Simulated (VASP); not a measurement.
# P in VASP: notebook

Runs on P. Level: PBE. Tasks: electric field gradients.

Program: VASP 6.6.1. These are calculated values, not measurements. Logs are shortened: lines on timing, memory, paths and dates and some standing lists are left out, and cuts for length are marked.

## Step 1: The cell of the first run

The structure is hexagonal, space group P6_3/mmc (No. 194). The conventional cell has a = 2.761 Å, b = 2.761 Å, c = 4.404 Å, α = 90.00°, β = 90.00°, γ = 120.00°. P (site symmetry -6m2) has 12 P at 2.72 to 2.76 Å within 3.6 Å.

## Step 2: Electric field gradients, PBE (z stretched by -4 % at fixed volume)

INCAR

```
SYSTEM = P
PREC = Accurate
ENCUT = 520
EDIFF = 1E-8
ISMEAR = -1
SIGMA = 0.05
LREAL = .FALSE.
LASPH = .TRUE.
NELM = 100
ALGO = Normal
ISIF = 2
LWAVE = .FALSE.
LCHARG = .FALSE.
GGA = PE
LEFG = .TRUE.
NBANDS = 12
```

KPOINTS

```
Automatic mesh
0
G
  15 15 8
  0 0 0
```

POSCAR

```
P
1.0
    2.7611695162      0.0000000000      0.0000000000
   -1.3805847581      2.3912429451      0.0000000000
    0.0000000000      0.0000000000      4.4041804904
P
2
Direct
    0.3333333333      0.6666666667      0.2500000000
    0.6666666667      0.3333333333      0.7500000000
```

Potentials or basis: VASP PAW PBE potentials, release 64 (P).

On the command line:

```
> cat potpaw_PBE.64/P/POTCAR > POTCAR
> mpirun -np 1 vasp_std > vasp.out
```

OUTCAR:

```text
SYSTEM = P
   PREC = Accurate
   ENCUT = 520
   EDIFF = 1E-8
   ISMEAR = -1
   LREAL = .FALSE.
   LASPH = .TRUE.
   NELM = 100
   ISIF = 2
   GGA = PE

 ion  position               nearest neighbor table
   1  0.333  0.667  0.250-   2 2.72   2 2.72   2 2.72   2 2.72   2 2.72   2 2.72
   2  0.667  0.333  0.750-   1 2.72   1 2.72   1 2.72   1 2.72   1 2.72   1 2.72

  LATTYP: Found a hexagonal cell.
 ALAT       =     2.7611695162
 C/A-ratio  =     1.5950416896

  Lattice vectors:

 A1 = (   2.7611695162,   0.0000000000,   0.0000000000)
 A2 = (  -1.3805847581,   2.3912429451,   0.0000000000)
 A3 = (   0.0000000000,   0.0000000000,   4.4041804904)

Analysis of symmetry for initial positions (statically):
=====================================================================
 Subroutine PRICEL returns:
 Original cell was already a primitive cell.

 Routine SETGRP: Setting up the symmetry group for a
 hexagonal supercell.

 Subroutine GETGRP returns: Found 24 space group operations
 (whereof 12 operations were pure point group operations)
 out of a pool of 24 trial point group operations.

The static configuration has the point symmetry D_3d.
 The point group associated with its full space group is D_6h.

Analysis of symmetry for dynamics (positions and initial velocities):
=====================================================================
 Subroutine PRICEL returns:
 Original cell was already a primitive cell.

 Routine SETGRP: Setting up the symmetry group for a
 hexagonal supercell.

 Subroutine GETGRP returns: Found 24 space group operations
 (whereof 12 operations were pure point group operations)
 out of a pool of 24 trial point group operations.

The dynamic configuration has the point symmetry D_3d.
 The point group associated with its full space group is D_6h.

 Subroutine INISYM returns: Found 24 space group operations
 (whereof 12 operations are pure point group operations),
 and found     1 'primitive' translations

----------------------------------------------------------------------------------------

                                     Primitive cell

  volume of cell :      29.0792

  direct lattice vectors                    reciprocal lattice vectors
     2.761169516  0.000000000  0.000000000     0.362165377  0.209096278  0.000000000
    -1.380584758  2.391242945  0.000000000     0.000000000  0.418192556  0.000000000
[... 137 lines left out ...]
 fundamental gap:      0.0086440845
 Fermi energy:         9.8005929661

 k-point     1 :       0.0000    0.0000    0.0000
  band No.  band energies     occupation
      1      -6.5499      2.00000
      2      -0.3878      2.00000
      3       1.8353      2.00000
      4      14.1082      0.00000
      5      14.1082      0.00000
      6      16.0366      0.00000
      7      16.0366      0.00000
      8      17.0323      0.00000
      9      19.6726      0.00000
     10      21.2068      0.00000
     11      21.3723      0.00000
     12      21.3723      0.00000
[... 331 lines left out ...]
 k-point    24 :       0.4000    0.2000    0.0000
  band No.  band energies     occupation
      1      -0.5846      2.00000
      2       0.7429      2.00000
      3       4.9435      2.00000
      4       6.8085      2.00000
      5       6.9027      2.00000
      6       7.2447      2.00000
      7       9.0991      2.00000
      8      10.9684      0.00000
      9      14.8696      0.00000
     10      19.8073      0.00000
     11      24.3716      0.00000
     12      24.6974      0.00000

 [... further k-points ...]

------------------------ aborting loop because EDIFF is reached ----------------------------------------

  FORCE on cell =-STRESS in cart. coord.  units (eV):
  Direction    XX          YY          ZZ          XY          YZ          ZX
  --------------------------------------------------------------------------------------
  -------------------------------------------------------------------------------------
  Total       -0.2755867     -0.2755867      0.5216560     -0.0000000     -0.0000000      0.0000000
  in kB      -15.1840287    -15.1840287     28.7417280     -0.0000000     -0.0000000      0.0000000
  external PRESSURE =      -0.5421098 kB  Pullay stress =       0.0000000 kB

 VOLUME and BASIS-vectors are now :
 -----------------------------------------------------------------------------
  energy-cutoff  :      520.00
  volume of cell :       29.08
      direct lattice vectors                 reciprocal lattice vectors
     2.761169516  0.000000000  0.000000000     0.362165377  0.209096278  0.000000000
    -1.380584758  2.391242945  0.000000000     0.000000000  0.418192556  0.000000000
     0.000000000  0.000000000  4.404180490     0.000000000  0.000000000  0.227056998

 POSITION                                       TOTAL-FORCE (eV/Angst)
 -----------------------------------------------------------------------------------
     -0.00000      1.59416      1.10105         0.000000     -0.000000      0.000000
      1.38058      0.79708      3.30314        -0.000000      0.000000      0.000000
 -----------------------------------------------------------------------------------
    total drift:                               -0.000000      0.000000     -0.000000

  FREE ENERGIE OF THE ION-ELECTRON SYSTEM (eV)
  ---------------------------------------------------
  free  energy   TOTEN  =        -9.1067988127 eV

  energy  without entropy=       -9.0927109886  energy(sigma->0) =       -9.09975490

 Electric field gradients (V/A^2)
---------------------------------------------------------------------
 ion       V_xx      V_yy      V_zz      V_xy      V_xz      V_yz
---------------------------------------------------------------------
   1       1.996     1.996    -3.992     0.000     0.000    -0.000
   2       1.996     1.996    -3.992     0.000    -0.000     0.000
---------------------------------------------------------------------

 Electric field gradients after diagonalization (V/A^2)
 (convention: |V_zz| > |V_xx| > |V_yy|)
----------------------------------------------------------------------
 ion       V_xx      V_yy      V_zz     asymmetry (V_yy - V_xx)/ V_zz
----------------------------------------------------------------------
   1       1.996     1.996    -3.992       0.000
   2       1.996     1.996    -3.992       0.000
----------------------------------------------------------------------

           NMR quadrupolar parameters

 Cq : quadrupolar parameter    Cq=e*Q*V_zz/h
 eta: asymmetry parameters     (V_yy - V_xx)/ V_zz
 Q  : nuclear electric quadrupole moment in mb (millibarn)
----------------------------------------------------------------------
 ion       Cq(MHz)       eta       Q (mb)
----------------------------------------------------------------------
   1      -0.010       0.000       1.000
   2      -0.010       0.000       1.000
----------------------------------------------------------------------
```

stdout:

```text
POSCAR found type information on POSCAR P
 POSCAR found :  1 types and       2 ions
 scaLAPACK will be used
 LDA part: xc-table for (Slater+PW92), standard interpolation
 POSCAR, INCAR and KPOINTS ok, starting setup
 FFT: planning ... GRIDC
 FFT: planning ... GRID_SOFT
 FFT: planning ... GRID
 WAVECAR not read
 entering main loop
ion   1

ion   2
```

Run time: 23 s. Hardware: 1 thread of Intel Xeon Platinum 8488C (Sapphire Rapids), shared host; peak memory 0.17 GiB.

Results:

| Property | Result |
| --- | --- |
| Free energy | -9.1068 eV |
| Pressure | -0.1 GPa |
| Band gap on the k mesh | zero (band 5 reaches 15.16 eV, above the bottom of band 6 at 5.11 eV) |

Stress tensor (GPa, compression positive):
```
-1.52  0.00  0.00
 0.00 -1.52  0.00
 0.00  0.00  2.87
```

Electric field gradients, principal values (V/Å²):
| atom | least | middle | greatest (by size) |
| --- | --- | --- | --- |
| 1 P | 1.996 | 1.996 | -3.992 |
| 2 P | 1.996 | 1.996 | -3.992 |

Caveat: without QUAD_EFG the Cq values of the log hold for a quadrupole moment of 1 mb, not for the nuclei.

## Step 3: Electric field gradients, PBE (x and y stretched by +3 %, z held)

INCAR

```
SYSTEM = P
PREC = Accurate ; ENCUT = 520
EDIFF = 1E-8 ; ISMEAR = -1
SIGMA = 0.05 ; LREAL = .False.
LASPH = .True. ; NELM = 100
ALGO = Normal ; ISIF = 2
LWAVE = .False. ; LCHARG = .False.
GGA = PE ; LEFG = .True.
NBANDS = 12
```

KPOINTS

```
regular mesh
0
Gamma
  15 15 8
  0 0 0
```

POSCAR

```
P
1.0
    2.7865440399      0.0000000000      0.0000000000
   -1.3932720200      2.4132179274      0.0000000000
    0.0000000000      0.0000000000      4.5876880108
P
2
Direct
    0.3333333333      0.6666666667      0.2500000000
    0.6666666667      0.3333333333      0.7500000000
```

Potentials or basis: VASP PAW PBE potentials, release 64 (P).

On the command line:

```
> cat potpaw_PBE.64/P/POTCAR > POTCAR
> mpirun -np 1 vasp_std > vasp.out
```

OUTCAR:

```text
SYSTEM = P
   PREC = Accurate
   ENCUT = 520
   EDIFF = 1E-8
   ISMEAR = -1
   LREAL = .False.
   LASPH = .True.
   NELM = 100
   ISIF = 2
   GGA = PE

 ion  position               nearest neighbor table
   1  0.333  0.667  0.250-   2 2.80   2 2.80   2 2.80   2 2.80   2 2.80   2 2.80
   2  0.667  0.333  0.750-   1 2.80   1 2.80   1 2.80   1 2.80   1 2.80   1 2.80

  LATTYP: Found a hexagonal cell.
 ALAT       =     2.7865440399
 C/A-ratio  =     1.6463719737

  Lattice vectors:

 A1 = (   2.7865440399,   0.0000000000,   0.0000000000)
 A2 = (  -1.3932720200,   2.4132179274,   0.0000000000)
 A3 = (   0.0000000000,   0.0000000000,   4.5876880108)

Analysis of symmetry for initial positions (statically):
=====================================================================
 Subroutine PRICEL returns:
 Original cell was already a primitive cell.

 Routine SETGRP: Setting up the symmetry group for a
 hexagonal supercell.

 Subroutine GETGRP returns: Found 24 space group operations
 (whereof 12 operations were pure point group operations)
 out of a pool of 24 trial point group operations.

The static configuration has the point symmetry D_3d.
 The point group associated with its full space group is D_6h.

Analysis of symmetry for dynamics (positions and initial velocities):
=====================================================================
 Subroutine PRICEL returns:
 Original cell was already a primitive cell.

 Routine SETGRP: Setting up the symmetry group for a
 hexagonal supercell.

 Subroutine GETGRP returns: Found 24 space group operations
 (whereof 12 operations were pure point group operations)
 out of a pool of 24 trial point group operations.

[... 170 lines left out ...]
     11      20.4660      0.00000
     12      20.4660      0.00000
[... 331 lines left out ...]
 k-point    24 :       0.4000    0.2000    0.0000
  band No.  band energies     occupation
      1      -1.0053      2.00000
      2       0.2784      2.00000
      3       4.1817      2.00000
      4       5.8689      2.00000
      5       6.0926      2.00000
      6       6.6742      2.00000
      7       8.4744      1.99992
      8       9.8320      0.00000
      9      14.1911      0.00000
     10      19.1512      0.00000
     11      22.6058      0.00000
     12      23.4556      0.00000

 [... further k-points ...]
[... 5 lines left out ...]
  --------------------------------------------------------------------------------------
  -------------------------------------------------------------------------------------
  Total       -1.1733449     -1.1733449     -0.5264757      0.0000000      0.0000000      0.0000000
  in kB      -60.9368425    -60.9368425    -27.3421474      0.0000000      0.0000000      0.0000000
  external PRESSURE =     -49.7386108 kB  Pullay stress =       0.0000000 kB

 VOLUME and BASIS-vectors are now :
 -----------------------------------------------------------------------------
  energy-cutoff  :      520.00
  volume of cell :       30.85
      direct lattice vectors                 reciprocal lattice vectors
     2.786544040  0.000000000  0.000000000     0.358867467  0.207192228  0.000000000
    -1.393272020  2.413217927  0.000000000     0.000000000  0.414384457  0.000000000
     0.000000000  0.000000000  4.587688011     0.000000000  0.000000000  0.217974718

 POSITION                                       TOTAL-FORCE (eV/Angst)
 -----------------------------------------------------------------------------------
     -0.00000      1.60881      1.14692         0.000000      0.000000      0.000000
      1.39327      0.80441      3.44077        -0.000000     -0.000000      0.000000
 -----------------------------------------------------------------------------------
    total drift:                                0.000000     -0.000000      0.000000

  FREE ENERGIE OF THE ION-ELECTRON SYSTEM (eV)
  ---------------------------------------------------
  free  energy   TOTEN  =        -9.0975733960 eV

  energy  without entropy=       -9.0882616016  energy(sigma->0) =       -9.09291750

 Electric field gradients (V/A^2)
---------------------------------------------------------------------
 ion       V_xx      V_yy      V_zz      V_xy      V_xz      V_yz
---------------------------------------------------------------------
   1       0.945     0.946    -1.891     0.000     0.000    -0.000
   2       0.945     0.946    -1.891     0.000    -0.000     0.000
---------------------------------------------------------------------

 Electric field gradients after diagonalization (V/A^2)
 (convention: |V_zz| > |V_xx| > |V_yy|)
----------------------------------------------------------------------
 ion       V_xx      V_yy      V_zz     asymmetry (V_yy - V_xx)/ V_zz
----------------------------------------------------------------------
   1       0.946     0.945    -1.891       0.000
   2       0.946     0.945    -1.891       0.000
----------------------------------------------------------------------

           NMR quadrupolar parameters

 Cq : quadrupolar parameter    Cq=e*Q*V_zz/h
 eta: asymmetry parameters     (V_yy - V_xx)/ V_zz
 Q  : nuclear electric quadrupole moment in mb (millibarn)
----------------------------------------------------------------------
 ion       Cq(MHz)       eta       Q (mb)
----------------------------------------------------------------------
   1      -0.005       0.000       1.000
   2      -0.005       0.000       1.000
----------------------------------------------------------------------
```

It took 25 s on 1 thread of Intel Xeon Platinum 8488C (Sapphire Rapids), shared host; peak memory 0.17 GiB.

What came out:

* Free energy: -9.0976 eV
* Pressure: -5.0 GPa
* Band gap on the k mesh: zero (band 5 reaches 14.27 eV, above the bottom of band 6 at 4.59 eV)

Electric field gradients, principal values (V/Å²):
| atom | least | middle | greatest (by size) |
| --- | --- | --- | --- |
| 1 P | 0.945 | 0.946 | -1.891 |
| 2 P | 0.945 | 0.946 | -1.891 |

Caveat: the cell differs from its parent crystal (x and y stretched by +3 %, z held); without QUAD_EFG the Cq values of the log hold for a quadrupole moment of 1 mb, not for the nuclei.

## Step 4: Electric field gradients, PBE (atom 2 (P) moved by [0.0, 0.0, 0.12] A)

INCAR

```
SYSTEM = P
PREC = Accurate
ENCUT = 520
EDIFF = 1E-8
ISMEAR = -1
SIGMA = 0.05
LREAL = .False.
LASPH = .True.
NELM = 100
ALGO = Normal
ISIF = 2
LWAVE = .False.
LCHARG = .False.
GGA = PE
LEFG = .True.
NBANDS = 12
```

KPOINTS is that of step 3.

POSCAR

```
P
1.0
    2.7053825630      0.0000000000      0.0000000000
   -1.3526912815      2.3429300266      0.0000000000
    0.0000000000      0.0000000000      4.5876880108
P
2
Direct
    0.3333333333      0.6666666667      0.2500000000
    0.6666666667      0.3333333333      0.7761569661
```

Potentials or basis: VASP PAW PBE potentials, release 64 (P).

On the command line:

```
> cat potpaw_PBE.64/P/POTCAR > POTCAR
> mpirun -np 1 vasp_std > vasp.out
```

OUTCAR:

```text
SYSTEM = P
   PREC = Accurate
   ENCUT = 520
   EDIFF = 1E-8
   ISMEAR = -1
   LREAL = .False.
   LASPH = .True.
   NELM = 100
   ISIF = 2
   GGA = PE

 ion  position               nearest neighbor table
   1  0.333  0.667  0.250-   2 2.68   2 2.68   2 2.68   2 2.88   2 2.88   2 2.88
   2  0.667  0.333  0.776-   1 2.68   1 2.68   1 2.68   1 2.88   1 2.88   1 2.88

  LATTYP: Found a hexagonal cell.
 ALAT       =     2.7053825630
 C/A-ratio  =     1.6957631329

  Lattice vectors:

 A1 = (   2.7053825630,   0.0000000000,   0.0000000000)
 A2 = (  -1.3526912815,   2.3429300266,   0.0000000000)
 A3 = (   0.0000000000,   0.0000000000,   4.5876880108)
[... 573 lines left out ...]
  free  energy   TOTEN  =        -9.1412051328 eV

  energy  without entropy=       -9.1337015307  energy(sigma->0) =       -9.13745333

 Electric field gradients (V/A^2)
---------------------------------------------------------------------
 ion       V_xx      V_yy      V_zz      V_xy      V_xz      V_yz
---------------------------------------------------------------------
   1       1.629     1.629    -3.258    -0.000     0.000    -0.000
   2       1.629     1.629    -3.258    -0.000     0.000    -0.000
---------------------------------------------------------------------

 Electric field gradients after diagonalization (V/A^2)
 (convention: |V_zz| > |V_xx| > |V_yy|)
----------------------------------------------------------------------
 ion       V_xx      V_yy      V_zz     asymmetry (V_yy - V_xx)/ V_zz
----------------------------------------------------------------------
   1       1.630     1.629    -3.258       0.000
   2       1.630     1.629    -3.258       0.000
----------------------------------------------------------------------

           NMR quadrupolar parameters

 Cq : quadrupolar parameter    Cq=e*Q*V_zz/h
 eta: asymmetry parameters     (V_yy - V_xx)/ V_zz
 Q  : nuclear electric quadrupole moment in mb (millibarn)
----------------------------------------------------------------------
 ion       Cq(MHz)       eta       Q (mb)
----------------------------------------------------------------------
   1      -0.008       0.000       1.000
   2      -0.008       0.000       1.000
----------------------------------------------------------------------
```

It took 32 s on 1 thread of Intel Xeon Platinum 8488C (Sapphire Rapids), shared host; peak memory 0.17 GiB.

Results:

| Quantity | Value |
| --- | --- |
| Free energy | -9.1412 eV |
| Pressure | 0.6 GPa |
| Largest force | 0.073 eV/Å |
| Band gap on the k mesh | zero (band 5 reaches 15.58 eV, above the bottom of band 6 at 5.46 eV) |

Forces in eV/Å, atoms in the order of the input:
```
P    0.000  0.000 -0.073
P    0.000  0.000  0.073
```

Electric field gradients, principal values (V/Å²):
| atom | least | middle | greatest (by size) |
| --- | --- | --- | --- |
| 1 P | 1.629 | 1.630 | -3.258 |
| 2 P | 1.629 | 1.630 | -3.258 |

Caveat: the cell differs from its parent crystal (atom 2 (P) moved by [0.0, 0.0, 0.12] A); without QUAD_EFG the Cq values of the log hold for a quadrupole moment of 1 mb, not for the nuclei.

## Step 5: Summary

```tsv
cell	gap on the mesh (eV)	pressure (GPa)
a = 2.761, b = 2.761, c = 4.404 Å, angles 90.0, 90.0, 120.0°, 2 atoms	none	-0.1
a = 2.787, b = 2.787, c = 4.588 Å, angles 90.0, 90.0, 120.0°, 2 atoms	none	-5.0
a = 2.705, b = 2.705, c = 4.588 Å, angles 90.0, 90.0, 120.0°, 2 atoms	none	0.6
```

Alike in all rows: task electric field gradients; level PBE; potentials or basis VASP PAW PBE potentials, release 64 (P); no spin polarisation; k mesh 15 × 15 × 8; cutoff (eV) 520; smearing fermi-dirac 0.05 eV.

Absolute energies hang on the potentials; compare differences alone.
